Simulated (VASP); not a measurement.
# CaGe4N (P-43m) in VASP: notebook, part 2 of 2

VASP 6.6.1.

### Step 3. Relaxation of cell and atoms, PBE

This run uses another cell than the first one, of 25.00 Å³/atom, 1.147 times its volume.

File INCAR:

```
PREC = Accurate
ENCUT = 600
EDIFF = 1E-6
ISMEAR = 0
SIGMA = 0.1
LREAL = False
LASPH = True
NELM = 100
ALGO = Normal
ISIF = 3
LWAVE = False
LCHARG = False
GGA = PE
IBRION = 2
NSW = 100
EDIFFG = -0.01
```

File KPOINTS:

```
Automatic mesh
0
Gamma
  8 8 8
```

File POSCAR:

```
CaGe4N
1.0
    5.3134994720      0.0000000000      0.0000000000
    0.0000000000      5.3134994720      0.0000000000
    0.0000000000      0.0000000000      5.3134994720
Ca Ge N
1 4 1
Direct
    0.5000000000      0.5000000000      0.5000000000
    0.2086584528      0.2086584528      0.2086584528
    0.7913415472      0.7913415472      0.2086584528
    0.7913415472      0.2086584528      0.7913415472
    0.2086584528      0.7913415472      0.7913415472
    0.0000000000      0.0000000000      0.0000000000
```

Potentials or basis: VASP PAW PBE potentials, release 64 (Ca_sv, Ge_d, N).

The run is started by

```bash
cat potpaw_PBE.64/Ca_sv/POTCAR potpaw_PBE.64/Ge_d/POTCAR potpaw_PBE.64/N/POTCAR > POTCAR
mpirun -np 1 vasp_std > vasp.out
```

OUTCAR:

```text
PREC = Accurate
   ENCUT = 600
   EDIFF = 1E-6
   ISMEAR = 0
   LREAL = False
   LASPH = True
   NELM = 100
   ISIF = 3
   GGA = PE
   IBRION = 2
   NSW = 100
   EDIFFG = -0.01

 ion  position               nearest neighbor table
   1  0.500  0.500  0.500-   2 2.68   3 2.68   4 2.68   5 2.68
   2  0.209  0.209  0.209-   6 1.92   1 2.68
   3  0.791  0.791  0.209-   6 1.92   1 2.68
   4  0.791  0.209  0.791-   6 1.92   1 2.68
   5  0.209  0.791  0.791-   6 1.92   1 2.68
   6  0.000  0.000  0.000-   2 1.92   3 1.92   4 1.92   5 1.92

  LATTYP: Found a simple cubic cell.
 ALAT       =     5.3134994720

  Lattice vectors:

 A1 = (   5.3134994720,   0.0000000000,   0.0000000000)
 A2 = (   0.0000000000,   5.3134994720,   0.0000000000)
 A3 = (   0.0000000000,   0.0000000000,   5.3134994720)

Analysis of symmetry for initial positions (statically):
=====================================================================
 Subroutine PRICEL returns:
 Original cell was already a primitive cell.

 Routine SETGRP: Setting up the symmetry group for a
 simple cubic supercell.
[... 174 lines left out ...]
  free energy    TOTEN  =       -25.27683560 eV

  energy without entropy =      -25.26759607  energy(sigma->0) =      -25.27221583

------------------------ aborting loop because EDIFF is reached ----------------------------------------

  FORCE on cell =-STRESS in cart. coord.  units (eV):
  Direction    XX          YY          ZZ          XY          YZ          ZX
  --------------------------------------------------------------------------------------
  -------------------------------------------------------------------------------------
  Total        0.1522966      0.1522966      0.1522966     -0.0000000     -0.0000000     -0.0000000
  in kB        1.6265175      1.6265175      1.6265175     -0.0000000     -0.0000000     -0.0000000
  external PRESSURE =       1.6265175 kB  Pullay stress =       0.0000000 kB
[... 227 lines left out ...]
--------------------------------------- Ionic step        7  -------------------------------------------

 number of electron      71.0000094 magnetization

 Free energy of the ion-electron system (eV)
  ---------------------------------------------------
  ext. energy  EPLUGINS =         0.00000000
  ---------------------------------------------------
  free energy    TOTEN  =       -25.27706333 eV

  energy without entropy =      -25.26782086  energy(sigma->0) =      -25.27244209

 E-fermi :   3.6350     XC(G=0):  -9.1813

 val. band max:        3.6141010106   @ k =   0.5000   0.5000   0.0000
 cond. band min:       3.6708661686   @ k =   0.2500   0.2500   0.2500
 fundamental gap:      0.0567651580
 Fermi energy:         3.6349545577

 k-point     1 :       0.0000    0.0000    0.0000
  band No.  band energies     occupation
      1     -37.7421      2.00000
      2     -21.7592      2.00000
      3     -21.6299      2.00000
      4     -21.6299      2.00000
      5     -21.6299      2.00000
      6     -21.5841      2.00000
[... 1069 lines left out ...]
     41       5.5341      0.00000
     42       6.5336      0.00000

 [... further k-points ...]
[... 5 lines left out ...]
  --------------------------------------------------------------------------------------
  -------------------------------------------------------------------------------------
  Total       -0.0085175     -0.0085175     -0.0085175      0.0000000     -0.0000000     -0.0000000
  in kB       -0.0906523     -0.0906523     -0.0906523      0.0000000     -0.0000000     -0.0000000
  external PRESSURE =      -0.0906523 kB  Pullay stress =       0.0000000 kB
[... 21 lines left out ...]
  FREE ENERGIE OF THE ION-ELECTRON SYSTEM (eV)
  ---------------------------------------------------
  free  energy   TOTEN  =       -25.2770633256 eV

  energy  without entropy=      -25.2678208559  energy(sigma->0) =      -25.27244209

 reached required accuracy - stopping structural energy minimisation
```

OSZICAR:

```text
N       E                     dE             d eps       ncg     rms          rms(c)
DAV:   1     0.823490126580E+03    0.82349E+03   -0.37424E+04  3428   0.418E+03
DAV:   2     0.128896250172E+03   -0.69459E+03   -0.68180E+03  2948   0.101E+03
DAV:   3    -0.122909703294E+02   -0.14119E+03   -0.13936E+03  3428   0.254E+02
DAV:   4    -0.266022127080E+02   -0.14311E+02   -0.14149E+02  4312   0.839E+01
[... 52 lines left out ...]
DAV:   3    -0.252770835173E+02    0.17535E-03   -0.49378E-04  4390   0.223E-01    0.217E-02
DAV:   4    -0.252770705281E+02    0.12989E-04   -0.48773E-05  4300   0.573E-02    0.130E-02
DAV:   5    -0.252770666128E+02    0.39153E-05   -0.71993E-06  2968   0.147E-02    0.823E-03
DAV:   6    -0.252770634906E+02    0.31223E-05   -0.37402E-06  2728   0.230E-02    0.200E-03
DAV:   7    -0.252770633256E+02    0.16495E-06   -0.60090E-07  1624   0.716E-03
   7 F= -.25277063E+02 E0= -.25272442E+02  d E =-.315174E-04
```

It took 12 min on 1 thread of Intel Xeon Platinum 8488C (Sapphire Rapids), shared host; peak memory 0.43 GiB.

Results:

- Free energy: -25.2771 eV
- Relaxed volume: 25.09 Å³/atom
- Relaxed cell: a = 5.320 Å, b = 5.320 Å, c = 5.320 Å, α = 90.00°, β = 90.00°, γ = 90.00°
- Space group after relaxing (to 0.05 Å): P-43m (No. 215)
- Energy gained by relaxing: 0.0 meV/atom
- Ionic steps: 7
- Pressure after relaxing: 0.0 GPa
- Largest force after relaxing: 0.005 eV/Å

Forces on the atoms (eV/Å):
```
Ca   0.000  0.000  0.000
Ge  -0.003 -0.003 -0.003
Ge   0.003  0.003 -0.003
Ge   0.003 -0.003  0.003
Ge  -0.003  0.003  0.003
N    0.000  0.000  0.000
```

The path:
| step | energy change (eV) | largest force (eV/Å) | pressure (GPa) | volume (Å³) |
| --- | --- | --- | --- | --- |
| 1 | 0.0000 | 0.0131 | 0.16 | 150.02 |
| 2 | -0.0002 | 0.0302 | -0.02 | 150.57 |
| 3 | -0.0002 | 0.0161 | 0.00 | 150.39 |
| 4 | -0.0002 | 0.0136 | 0.07 | 150.37 |
| 5 | -0.0002 | 0.0166 | -0.01 | 150.39 |
| 6 | -0.0002 | 0.0140 | 0.07 | 150.38 |
| 7 | -0.0002 | 0.0055 | -0.01 | 150.54 |

Final structure:
```xyz
6
Lattice="5.3196 0.0000 0.0000 0.0000 5.3196 0.0000 0.0000 0.0000 5.3196" Properties=species:S:1:pos:R:3 pbc="T T T"
Ca    2.6598    2.6598    2.6598
Ge    1.1098    1.1098    1.1098
Ge    4.2098    4.2098    1.1098
Ge    4.2098    1.1098    4.2098
Ge    1.1098    4.2098    4.2098
N     0.0000    0.0000    0.0000
```
